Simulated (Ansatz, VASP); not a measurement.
## FeNi2: VASP beside Ansatz

INCAR

```
  PREC = Accurate
  ENCUT = 520
  EDIFF = 1E-6
  ISMEAR = 0
  SIGMA = 0.1
  LREAL = False
  LASPH = True
  NELM = 150
  ALGO = Normal
  ISIF = 2
  LWAVE = False
  LCHARG = True
  ISPIN = 2
  MAGMOM = 4 2 2
  LORBIT = 11
  LMAXMIX = 4
  GGA = PE
  LELF = True
  LVHAR = True
  NBANDS = 25
```

File KPOINTS:

```
Automatic mesh
0
Gamma
  6 6 4
```

The input POSCAR:

```
FeNi2
1.0
    1.8492810700     -2.1504505300      0.0000000000
    1.8492810700      2.1504505300      0.0000000000
    0.0000000000      0.0000000000      3.8529053600
Fe Ni
1 2
Direct
    0.0000000000      0.0000000000      0.5000000000
    0.0000000000      0.0000000000      0.0000000000
    0.5000000000      0.5000000000      0.0000000000
```

Input for Ansatz:

```yaml
crystal:
  lattice:
    - [1.84928107, -2.15045053, 0.0]
    - [1.84928107, 2.15045053, 0.0]
    - [0.0, 0.0, 3.85290536]
  atoms:
    - { symbol: Fe, position: [0.0, 0.0, 0.5], spin: 4.0 }
    - { symbol: Ni, position: [0.0, 0.0, 0.0], spin: 2.0 }
    - { symbol: Ni, position: [0.5, 0.5, 0.0], spin: 2.0 }
basis:
  ecutwfc: 420
kpoints:
  mp_grid: { grid: [6, 6, 4] }
hamiltonian:
  xc: pbe
scf:
  occupations: { method: gaussian, width: 0.1 }
  lower_state_search: "off"
output:
  forces: true
  stress: true
  eigenvalues: true
  populations: true
magnetization:
  spin_polarized: true
```

Alike in both runs: task single point; functional PBE; k mesh 6 × 6 × 4; occupations gaussian, width 0.1 eV; collinear spin.

```csv
,VASP,Ansatz
version,VASP 6.6.1,Ansatz 0.2.0
potentials or method,"VASP PAW PBE potentials, release 64 (Fe, Ni), cutoff 520 eV","scalar-relativistic, plane waves, PAW"
valence electrons in the cell,28,52
```

|  | VASP | Ansatz | Ansatz less VASP |
| --- | --- | --- | --- |
| gap on the k mesh at the Fermi level (eV) | none | none | - |
| net moment per atom (μB) | 1.14 | 1.13 | -0.007 |
| size of the moment on the site where the two differ most (μB) | 2.44 | 2.23 | -0.212 |

Site moments also hang on the region over which each program counts them. A gap of «none» marks a metal or a gap that the smearing closes. VASP's potentials hold 28 valence electrons a cell and Ansatz's 52, so a difference there can come from the potentials and not from the codes.

The k mesh is coarse, so the values compare programs but aren't converged.
